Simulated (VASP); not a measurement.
# HfSi (Cmmm) in VASP: single point with r2SCAN

Aim: the single point of HfSi with r2SCAN.

Program: VASP 6.6.1. These are calculated values, not measurements. Logs are shortened: lines on timing, memory, paths and dates and some standing lists are left out, and cuts for length are marked.

### Step 1. The cell of the first run

It takes space group Cmmm (No. 65, orthorhombic). Conventional cell: a = 3.864 Å, b = 4.815 Å, c = 3.773 Å, α = 90.00°, β = 90.00°, γ = 90.00°. Within 3.6 Å of Hf (site symmetry mmm) lie 8 Si at 2.70 to 3.06 Å and 4 Hf at 3.09 Å. Within 3.6 Å of Si (site symmetry mmm) lie 8 Hf at 2.70 to 3.06 Å and 4 Si at 3.09 Å.

### Step 2. Single point, r2SCAN

POSCAR reads:

```
HfSi
1.0
    3.8638484635      0.0000000000      0.0000000000
    0.0000000000      7.5451982274      0.0000000000
    0.0000000000      0.0000000000      4.8152819899
Hf Si
4 4
Direct
    0.0000000000      0.5000000000      0.0507500000
    0.5000000000      0.5000000000      0.5507500000
    0.5000000000      0.0000000000      0.5507500000
    0.0000000000      0.0000000000      0.0507500000
    0.0000000000      0.7500000000      0.5507500000
    0.0000000000      0.2500000000      0.5507500000
    0.5000000000      0.2500000000      0.0507500000
    0.5000000000      0.7500000000      0.0507500000
```

INCAR.step1 reads:

```
PREC = Accurate
ENCUT = 520
ISMEAR = 0
SIGMA = 0.1
LREAL = False
LASPH = True
NELM = 100
NBANDS = 38
GGA = PE
ALGO = Normal
EDIFF = 1E-4
LWAVE = True
LCHARG = False
```

INCAR.step2 reads:

```
PREC = Accurate
ENCUT = 520
EDIFF = 1E-6
ISMEAR = 0
SIGMA = 0.1
LREAL = False
LASPH = True
NELM = 100
ALGO = Normal
ISIF = 2
LWAVE = False
LCHARG = True
METAGGA = R2SCAN
LMIXTAU = True
LELF = True
LVHAR = True
NBANDS = 38
ISTART = 1
```

KPOINTS reads:

```
Automatic mesh
0
Gamma
  10 6 8
```

Potentials or basis: VASP PAW PBE potentials, release 64 (Hf_pv, Si).

On the command line:

```bash
$ cat potpaw_PBE.64/Hf_pv/POTCAR potpaw_PBE.64/Si/POTCAR > POTCAR
$ cp INCAR.step1 INCAR
$ mpirun -np 1 vasp_std > vasp.out
$ cp INCAR.step2 INCAR
$ mpirun -np 1 vasp_std > vasp.out
```

OUTCAR:

```text
PREC = Accurate
   ENCUT = 520
   EDIFF = 1E-6
   ISMEAR = 0
   LREAL = False
   LASPH = True
   NELM = 100
   ISIF = 2
   METAGGA = R2SCAN
   ISTART = 1

 ion  position               nearest neighbor table
   1  0.000  0.500  0.051-   7 2.70   8 2.70   7 2.70   8 2.70   5 3.06   6 3.06   5 3.06   6 3.06
                             2 3.09   2 3.09   2 3.09   2 3.09   4 3.77   4 3.77
   2  0.500  0.500  0.551-   5 2.70   6 2.70   5 2.70   6 2.70   7 3.06   8 3.06   7 3.06   8 3.06
                             1 3.09   1 3.09   1 3.09   1 3.09   3 3.77   3 3.77
   3  0.500  0.000  0.551-   5 2.70   6 2.70   5 2.70   6 2.70   7 3.06   8 3.06   7 3.06   8 3.06
                             4 3.09   4 3.09   4 3.09   4 3.09   2 3.77   2 3.77
   4  0.000  0.000  0.051-   7 2.70   8 2.70   7 2.70   8 2.70   5 3.06   6 3.06   5 3.06   6 3.06
                             3 3.09   3 3.09   3 3.09   3 3.09   1 3.77   1 3.77
   5  0.000  0.750  0.551-   2 2.70   3 2.70   2 2.70   3 2.70   1 3.06   4 3.06   1 3.06   4 3.06
                             8 3.09   8 3.09   8 3.09   8 3.09
   6  0.000  0.250  0.551-   2 2.70   3 2.70   2 2.70   3 2.70   1 3.06   4 3.06   1 3.06   4 3.06
                             7 3.09   7 3.09   7 3.09   7 3.09
   7  0.500  0.250  0.051-   1 2.70   4 2.70   1 2.70   4 2.70   2 3.06   3 3.06   3 3.06   2 3.06
                             6 3.09   6 3.09   6 3.09   6 3.09
   8  0.500  0.750  0.051-   1 2.70   4 2.70   1 2.70   4 2.70   2 3.06   3 3.06   3 3.06   2 3.06
                             5 3.09   5 3.09   5 3.09   5 3.09

  LATTYP: Found a simple orthorhombic cell.
 ALAT       =     3.8638484635
 B/A-ratio  =     1.2462398656
 C/A-ratio  =     1.9527676353

  Lattice vectors:

 A1 = (  -3.8638484635,   0.0000000000,   0.0000000000)
 A2 = (   0.0000000000,   0.0000000000,   4.8152819899)
 A3 = (   0.0000000000,   7.5451982274,   0.0000000000)

Analysis of symmetry for initial positions (statically):
=====================================================================
 Subroutine PRICEL returns following result:

  LATTYP: Found a base centered orthorhombic cell.
 ALAT       =     3.8638484635
 B/A-ratio  =     1.2462398656
 C/A-ratio  =     0.9763838177

  Lattice vectors:

 A1 = (   1.9319242318,   0.0000000000,   2.4076409950)
 A2 = (   1.9319242318,   0.0000000000,  -2.4076409949)
 A3 = (   0.0000000000,   3.7725991137,   0.0000000000)

   4 primitive cells build up your supercell.

 Routine SETGRP: Setting up the symmetry group for a
 simple orthorhombic supercell.

 Subroutine GETGRP returns: Found  8 space group operations
 (whereof  4 operations were pure point group operations)
 out of a pool of  8 trial point group operations.

The static configuration has the point symmetry C_2v.
 The point group associated with its full space group is D_2h.

Analysis of symmetry for dynamics (positions and initial velocities):
=====================================================================
 Subroutine PRICEL returns following result:

  LATTYP: Found a base centered orthorhombic cell.
 ALAT       =     3.8638484635
 B/A-ratio  =     1.2462398656
 C/A-ratio  =     0.9763838177

  Lattice vectors:

 A1 = (   1.9319242318,   0.0000000000,   2.4076409950)
 A2 = (   1.9319242318,   0.0000000000,  -2.4076409949)
 A3 = (   0.0000000000,   3.7725991137,   0.0000000000)

   4 primitive cells build up your supercell.

 Routine SETGRP: Setting up the symmetry group for a
 simple orthorhombic supercell.

 Subroutine GETGRP returns: Found  8 space group operations
 (whereof  4 operations were pure point group operations)
 out of a pool of  8 trial point group operations.

The dynamic configuration has the point symmetry C_2v.
 The point group associated with its full space group is D_2h.

 Subroutine INISYM returns: Found  8 space group operations
 (whereof  4 operations are pure point group operations),
 and found     4 'primitive' translations

----------------------------------------------------------------------------------------

                                     Primitive cell

  volume of cell :      35.0956

  direct lattice vectors                    reciprocal lattice vectors
     1.931924232  0.000000000  2.407640995     0.258809322  0.000000000  0.207672158
     1.931924232  0.000000000 -2.407640995     0.258809322  0.000000000 -0.207672158
     0.000000000  3.772599114  0.000000000     0.000000000  0.265069245  0.000000000

  length of vectors
     3.086918593  3.086918593  3.772599114     0.331828254  0.331828254  0.265069245

  position of ions in fractional coordinates (direct lattice)
     0.050750000  0.949250000  0.000000000
     0.550750000  0.449250000  0.500000000

  ion indices of the primitive-cell ions
   primitive index   ion index
                 1           1
                 2           5

----------------------------------------------------------------------------------------

 KPOINTS: Automatic mesh

Automatic generation of k-mesh.
 Grid dimensions read from file:
 generate k-points for:   10    6    8

 Generating k-lattice:

  Cartesian coordinates                     Fractional coordinates (reciprocal lattice)
     0.025880932  0.000000000  0.000000000     0.100000000  0.000000000  0.000000000
     0.000000000  0.022089104  0.000000000     0.000000000  0.166666667  0.000000000
     0.000000000  0.000000000  0.025959020     0.000000000  0.000000000  0.125000000

  Length of vectors
     0.025880932  0.022089104  0.025959020

  Shift w.r.t. Gamma in fractional coordinates (k-lattice)
     0.000000000  0.000000000  0.000000000

 Subroutine IBZKPT returns following result:
 ===========================================

 Found    120 irreducible k-points:

 Following reciprocal coordinates:
            Coordinates               Weight
  0.000000  0.000000  0.000000      1.000000
  0.100000  0.000000  0.000000      2.000000
  0.200000  0.000000  0.000000      2.000000
  0.300000  0.000000  0.000000      2.000000
  0.400000  0.000000  0.000000      2.000000
  0.500000  0.000000  0.000000      1.000000
[... 16 lines left out ...]
  0.400000  0.500000  0.000000      2.000000
  0.500000  0.500000  0.000000      1.000000
 [... further k-points ...]
   k-points           NKPTS =    120   k-points in BZ     NKDIM =    120   number of bands    NBANDS=     38
   number of dos      NEDOS =    301   number of ions     NIONS =      8
   total plane-waves  NPLWV =  60480
   dimension x,y,z NGX =    30 NGY =   56 NGZ =   36
   dimension x,y,z NGXF=    60 NGYF=  112 NGZF=   72
   ions per type =               4   4
   NGX,Y,Z   is equivalent  to a cutoff of  12.91, 12.34, 12.43 a.u.
   NGXF,Y,Z  is equivalent  to a cutoff of  25.82, 24.68, 24.86 a.u.
 SYSTEM =  unknown system
   PREC   = accura    normal or accurate (medium, high low for compatibility)
   ISTART =      1    job   : 0-new  1-cont  2-samecut
   ICHARG =      0    charge: 1-file 2-atom 10-const
   ISPIN  =      1    spin polarized calculation?
   LNONCOLLINEAR =      F non collinear calculations
   LSORBIT =      F    spin-orbit coupling
   LASPH  =      T    aspherical Exc in radial PAW
   ENCUT  =  520.0 eV  38.22 Ry    6.18 a.u.   7.18 14.03  8.95*2*pi/ulx,y,z
   NELM   =    100;   NELMIN=  2; NELMDL=  0     # of ELM steps
   EDIFF  = 0.1E-05   stopping-criterion for ELM
   LREAL  =      F    real-space projection
   EDIFFG = 0.1E-04   stopping-criterion for IOM
   NSW    =      0    number of steps for IOM
   IBRION =     -1    ionic relax: 0-MD 1-quasi-New 2-CG
   NFREE  =      0    steps in history (QN), initial steepest desc. (CG)
   ISIF   =      2    stress and relaxation
   ISYM   =      2    0-nonsym 1-usesym 2-fastsym
   POTIM  = 0.5000    time-step for ionic-motion
   TEBEG  =    0.0;   TEEND  =   0.0 temperature during run
   PSTRESS=    0.0 pullay stress
   NELECT =      56.0000    total number of electrons
   NUPDOWN=      -1.0000    fix difference up-down
   EMIN   =  10.00;   EMAX   =-10.00  energy-range for DOS
   EFERMI =   0.00;   METHOD = LEGACY
   ISMEAR =     0;   SIGMA  =   0.10  broadening in eV -4-tet -1-fermi 0-gaus
   EFERMI_NEDOS =   21; number of points for ismear=-14 and -15
   IALGO  =     38    algorithm
   IMIX   =      4    mixing-type and parameters
     AMIX     =   0.40;   BMIX     =  1.00
     AMIX_MAG =   1.60;   BMIX_MAG =  1.00
  volume/ion in A,a.u.               =      17.55       118.42
  Fermi-wavevector in a.u.,A,eV,Ry     =   1.205128  2.277363 19.760213  1.452335
  Thomas-Fermi vector in A             =   2.340834
   LORBIT       =      0    0 simple, 1 ext, 2 COOP (PROOUT), +10 PAW based schemes
   METAGGA = R2SCAN    functional components
   LHFCALC =     F    Hartree Fock is set to
   AEXX    =    0.0000 exact exchange contribution
   IVDW    =     0    specifies the selected vdW correction
   LEPSILON=     F    determine dielectric tensor
   LRPA    =     F    only Hartree local field effects (RPA)
 non-spin polarized calculation
 Gauss-broadening in eV      SIGMA  =   0.10
  energy-cutoff  :      520.00
  volume of cell :      140.38
 maximum number of plane-waves:      3816
 NGX is ok and might be reduce to    30
   NGX = 15   NGY = 29   NGZ = 17

 number of electron      56.0000010 magnetization

 Free energy of the ion-electron system (eV)
  ---------------------------------------------------
  ext. energy  EPLUGINS =         0.00000000
  ---------------------------------------------------
  free energy    TOTEN  =      -219.27904681 eV

  energy without entropy =     -219.25790353  energy(sigma->0) =     -219.26847517

 E-fermi :   7.0524     XC(G=0): -12.2702

 val. band max:        7.0418672480   @ k =   0.1000   0.0000   0.0000
 cond. band min:       7.0535088550   @ k =   0.1000   0.0000   0.3750
 fundamental gap:      0.0116416070
 Fermi energy:         7.0523500865

 k-point     1 :       0.0000    0.0000    0.0000
  band No.  band energies     occupation
      1     -24.7783      2.00000
      2     -24.7651      2.00000
      3     -24.6780      2.00000
      4     -24.6160      2.00000
      5     -24.6038      2.00000
      6     -24.5661      2.00000
[... 30 lines left out ...]
     37      10.6147      0.00000
     38      11.1800      0.00000
[... 941 lines left out ...]
     37      11.4678      0.00000
     38      11.4678      0.00000

 [... further k-points ...]
[... 5 lines left out ...]
  --------------------------------------------------------------------------------------
  -------------------------------------------------------------------------------------
  Total       -0.2031927     -0.2826394     -0.2385428      0.0000000      0.0000000      0.0000000
  in kB       -2.3190288     -3.2257506     -2.7224782      0.0000000      0.0000000      0.0000000
  external PRESSURE =      -2.7557525 kB  Pullay stress =       0.0000000 kB

 VOLUME and BASIS-vectors are now :
 -----------------------------------------------------------------------------
  energy-cutoff  :      520.00
  volume of cell :      140.38
      direct lattice vectors                 reciprocal lattice vectors
     3.863848464  0.000000000  0.000000000     0.258809322  0.000000000  0.000000000
     0.000000000  7.545198227  0.000000000     0.000000000  0.132534623  0.000000000
     0.000000000  0.000000000  4.815281990     0.000000000  0.000000000  0.207672158

 POSITION                                       TOTAL-FORCE (eV/Angst)
 -----------------------------------------------------------------------------------
      0.00000      3.77260      0.24438        -0.000000     -0.000000      0.000000
      1.93192      3.77260      2.65202         0.000000     -0.000000      0.000000
      1.93192      0.00000      2.65202         0.000000      0.000000     -0.000000
      0.00000      0.00000      0.24438        -0.000000      0.000000     -0.000000
      0.00000      5.65890      2.65202        -0.000000     -0.000000      0.000000
      0.00000      1.88630      2.65202        -0.000000     -0.000000     -0.000000
      1.93192      1.88630      0.24438        -0.000000      0.000000      0.000000
      1.93192      5.65890      0.24438        -0.000000     -0.000000     -0.000000
 -----------------------------------------------------------------------------------
    total drift:                                0.000000     -0.000000     -0.000283

  FREE ENERGIE OF THE ION-ELECTRON SYSTEM (eV)
  ---------------------------------------------------
  free  energy   TOTEN  =      -219.2790468146 eV

  energy  without entropy=     -219.2579035278  energy(sigma->0) =     -219.26847517
```

Wall time 49 min (1 thread of Oxide Virtual Turin-like, shared host); peak memory 0.56 GiB.

What came out:

```
Free energy            : -219.2790 eV
Pressure               : -0.3 GPa
Band gap on the k mesh : zero (bands 28 and 29 overlap by 1.13 eV)
```

Caveat: the PAW data sets were made with another functional, which shifts forces and pressure a little; spin-orbit coupling is left out, which moves the levels of the heavy elements.
